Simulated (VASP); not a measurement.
Here is a VASP 6.6.1 calculation.

The input INCAR:

```
PREC = Accurate
ENCUT = 1300
EDIFF = 1E-6
ISMEAR = 0
SIGMA = 0.01
LREAL = F
LASPH = T
NELM = 120
ALGO = Normal
ISIF = 2
LWAVE = F
LCHARG = F
NBANDS = 11
GGA_COMPAT = F
```

The input KPOINTS:

```
regular mesh
0
Gamma
  12 12 12
```

The input POSCAR:

```
C
1.0
    0.0000000000      1.7658687228      1.7658687228
    1.7658687228      0.0000000000      1.7658687228
    1.7658687228      1.7658687228      0.0000000000
C
2
Direct
    0.5000000000      0.5000000000      0.5000000000
    0.7500000000      0.7500000000      0.7500000000
```

Potentials or basis: VASP PAW LDA potentials, release 64 (C_h).

Run with:

```bash
$ cat potpaw_LDA.64/C_h/POTCAR > POTCAR
$ mpirun -np 1 vasp_std > vasp.out
```

Q: Predict the band gap on the k mesh.

A: 4.20 eV (least direct gap 5.63 eV).

Q: Estimate the pressure.

A: 0.9 GPa.

A k mesh can miss the band edges.
